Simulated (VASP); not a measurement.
Here is a VASP 6.6.1 calculation.

File INCAR:

```
SYSTEM = P
PREC = Accurate
ENCUT = 520
EDIFF = 1E-6
ISMEAR = 0
SIGMA = 0.1
LREAL = .FALSE.
LASPH = .TRUE.
NELM = 80
ALGO = Normal
ISIF = 2
LWAVE = .FALSE.
LCHARG = .FALSE.
GGA = PS
NBANDS = 8
```

KPOINTS

```
regular mesh
0
G
  18 18 18
  0 0 0
```

The input POSCAR:

```
P
1.0
    2.4301249700      0.0000000000      0.0000000000
    0.0000000000      2.4301249700      0.0000000000
    0.0000000000      0.0000000000      2.3973965942
P
1
Direct
    0.0000000000      0.0000000000      0.0000000000
```

Potentials or basis: VASP PAW PBE potentials, release 64 (P).

The run is started by

```sh
$ cat potpaw_PBE.64/P/POTCAR > POTCAR
$ mpirun -np 1 vasp_std > vasp.out
```

(1) What does it give for the pressure?

(2) Predict the band gap on the k mesh.

Results:

(1) 0.5 GPa.

(2) zero (an odd number of electrons rules out a gap without spin polarisation).

Caveat: the cell differs from its parent crystal (uniaxial strain along c: -1.0 %, then relaxed in part); the PAW data sets were made with another functional, which shifts forces and pressure a little; an odd number of electrons without spin polarisation forces a metal; a magnetic or distorted state may lie lower.
